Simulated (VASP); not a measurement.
A run of VASP 6.6.1 is set up as follows.

The input INCAR:

```
SYSTEM = HfO2
PREC     = Accurate       ! precision mode
ENCUT    = 520            ! plane-wave cutoff, eV
EDIFF    = 1E-8           ! SCF threshold, eV
ISMEAR   = -1             ! smearing method
SIGMA    = 0.01           ! smearing width, eV
LREAL    = .False.        ! projectors in reciprocal space
LASPH    = .True.         ! aspherical terms in the spheres
NELM     = 80             ! most SCF steps
ALGO     = Normal         ! electronic algorithm
ISIF     = 2              ! what is computed and relaxed
LWAVE    = .False.        ! write WAVECAR
LCHARG   = .False.        ! write CHGCAR
GGA      = PE             ! functional
LEFG     = .True.       
NBANDS   = 18             ! bands
```

File KPOINTS:

```
Automatic mesh
0
Gamma
  9 9 9
  0 0 0
```

POSCAR

```
HfO2
1.0
    0.0000000000      2.5911551753      2.5911551753
    2.5911551753      0.0000000000      2.5911551753
    2.5911551753      2.5911551753      0.0000000000
Hf O
1 2
Direct
    0.0000000000      0.0000000000      0.0000000000
    0.2500000000      0.2500000000      0.2500000000
    0.7500000000      0.7500000000      0.7500000000
```

Potentials or basis: VASP PAW PBE potentials, release 64 (Hf_pv, O).

Run with:

```bash
$ cat potpaw_PBE.64/Hf_pv/POTCAR potpaw_PBE.64/O/POTCAR > POTCAR
$ mpirun -np 1 vasp_std > vasp.out
```

Problem. What does it give for the band gap on the k mesh?

Solution. 3.72 eV, indirect (least direct gap 3.83 eV).

Problem. Predict the pressure.

Solution. -14.1 GPa.

Caveat: without QUAD_EFG the Cq values of the log hold for a quadrupole moment of 1 mb, not for the nuclei; spin-orbit coupling is left out, which moves the levels of the heavy elements. A k mesh can miss the band edges.
